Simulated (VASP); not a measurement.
Input of a VASP 6.6.1 run:

File INCAR:

```
SYSTEM = Ge
PREC = Accurate
ENCUT = 520
EDIFF = 1E-6
ISMEAR = 0
SIGMA = 0.15
LREAL = .FALSE.
LASPH = .TRUE.
NELM = 80
ALGO = Normal
ISIF = 2
LWAVE = .FALSE.
LCHARG = .FALSE.
NBANDS = 21
```

KPOINTS

```
Automatic mesh
0
G
  14 14 14
  0 0 0
```

Contents of POSCAR:

```
Ge
1.0
    0.0000000000      2.8109115346      2.7358601966
    2.8109115346      0.0000000000      2.7358601966
    2.8109115346      2.8109115346      0.0000000000
Ge
2
Direct
    0.5000000000      0.5000000000      0.5000000000
    0.7500000000      0.7500000000      0.7500000000
```

Potentials or basis: VASP PAW LDA potentials, release 64 (Ge_d).

Command:

```bash
$ cat potpaw_LDA.64/Ge_d/POTCAR > POTCAR
$ mpirun -np 1 vasp_std > vasp.out
```

(1) Predict the pressure.

Answers

(1) 2.4 GPa.

Caveat: the cell differs from its parent crystal (engineering shear strain xy +0.0000, normal strain along z -0.0267).
